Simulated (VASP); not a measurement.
Input of a VASP 6.6.1 run:

INCAR

```
ALGO = Normal ; EDIFF = 1E-6
ENCUT = 520 ; GGA = PE
ISIF = 2 ; ISMEAR = -1
LASPH = T ; LCHARG = F
LREAL = F ; LWAVE = F
NBANDS = 21 ; NELM = 100
PREC = Accurate ; SIGMA = 0.02
```

KPOINTS

```
k-points
0
Gamma
  8 8 6
```

POSCAR

```
CdSiN2
1.0
    3.0339884445      0.0000000000      0.0000000000
    0.0000000000      3.0339884445      0.0000000000
    0.0000000000      0.0000000000      5.1102333224
Cd N Si
1 2 1
Direct
    0.0000000000      0.0000000000      0.0000000000
    0.0000000000      0.5000000000      0.3197391382
    0.5000000000      0.0000000000      0.6802608618
    0.5000000000      0.5000000000      0.5000000000
```

Potentials or basis: VASP PAW PBE potentials, release 64 (Cd, N, Si).

Run with:

```console
$ cat potpaw_PBE.64/Cd/POTCAR potpaw_PBE.64/N/POTCAR potpaw_PBE.64/Si/POTCAR > POTCAR
$ mpirun -np 1 vasp_std > vasp.out
```

What does it give for the pressure?

5.3 GPa.

Estimate the band gap on the k mesh.

1.18 eV, indirect (least direct gap 1.22 eV).

Estimate the largest force.

0.021 eV/Å.

Forces in eV/Å, atoms in the order of the input:
```
Cd   0.000  0.000  0.000
N    0.000  0.000  0.021
N    0.000  0.000 -0.021
Si   0.000  0.000  0.000
```

A k mesh can miss the band edges.
